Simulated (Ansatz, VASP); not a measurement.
Given: the input of a run of VASP 6.6.1 on TiCo.

The input INCAR:

```
PREC     = Accurate       # precision mode
ENCUT    = 520            # plane-wave cutoff, eV
EDIFF    = 1E-6           # SCF threshold, eV
ISMEAR   = -1             # smearing method
SIGMA    = 0.05           # smearing width, eV
LREAL    = False          # projectors in reciprocal space
LASPH    = True           # aspherical terms in the spheres
NELM     = 150            # most SCF steps
ALGO     = Normal         # electronic algorithm
ISIF     = 2              # what is computed and relaxed
LWAVE    = False          # write WAVECAR
LCHARG   = True           # write CHGCAR
ISPIN    = 2              # spin polarisation
MAGMOM   = 2 1            # initial moments
LORBIT   = 11             # projections on sites
LMAXMIX  = 4              # l up to which the mixer works
GGA      = CA             # functional
LELF     = True           # ELF
LVHAR    = True         
NBANDS   = 22             # bands
```

Contents of KPOINTS:

```
Automatic mesh
0
Gamma
  9 9 9
```

The input POSCAR:

```
TiCo
1.0
    3.0058871358      0.0000000000      0.0000000000
    0.0000000000      3.0058871358      0.0000000000
    0.0000000000      0.0000000000      3.0058871358
Co Ti
1 1
Direct
    0.5000000000      0.5000000000      0.5000000000
    0.0000000000      0.0000000000      0.0000000000
```

Potentials or basis: VASP PAW LDA potentials, release 64 (Co, Ti_sv).

Launch:

```sh
$ cat potpaw_LDA.64/Co/POTCAR potpaw_LDA.64/Ti_sv/POTCAR > POTCAR
$ mpirun -np 1 vasp_std > vasp.out
```

Q: Translate it to Ansatz 0.2.0. Potentials there: Ansatz PAW.

A: As run (the cutoff follows the program's own potentials):

input.yaml

```yaml
crystal:
  lattice:
    - [3.0058871358, 0.0, 0.0]
    - [0.0, 3.0058871358, 0.0]
    - [0.0, 0.0, 3.0058871358]
  atoms:
    - { symbol: Co, position: [0.5, 0.5, 0.5], spin: 2.0 }
    - { symbol: Ti, position: [0.0, 0.0, 0.0], spin: 1.0 }
hamiltonian:
  xc: lda
  pseudopotentials: { kind: paw }
magnetization:
  spin_polarized: true
kpoints:
  mp_grid: { grid: [9, 9, 9] }
scf:
  occupations: { method: fermi_dirac, width: 0.05 }
output:
  forces: true
  stress: true
  eigenvalues: true
```

Potentials or basis: Ansatz PAW.

Launch:

```console
$ ansatz run input.yaml --threads 2 --pin off --max-ram 5632MiB --backend cpu --events-out ev --progress --plain --runs-dir out
```

Both were run:

|  | VASP | Ansatz | Ansatz less VASP |
| --- | --- | --- | --- |
| gap on the k mesh at the Fermi level (eV) | none | none | - |
| pressure (GPa) | -17.7 | -17.4 | +0.27 |
| net moment per atom (μB) | 0.23 | 0.25 | +0.026 |
| size of the moment on the site where the two differ most (μB) | 0.48 | 0.56 | +0.077 |

LDA's correlation is that of Perdew and Zunger in VASP and of Perdew and Wang (1992) in Ansatz. Site moments also hang on the region over which each program counts them. A gap of «none» marks a metal or a gap that the smearing closes. VASP's potentials hold 21 valence electrons a cell and Ansatz's 29, so a difference there can come from the potentials and not from the codes.
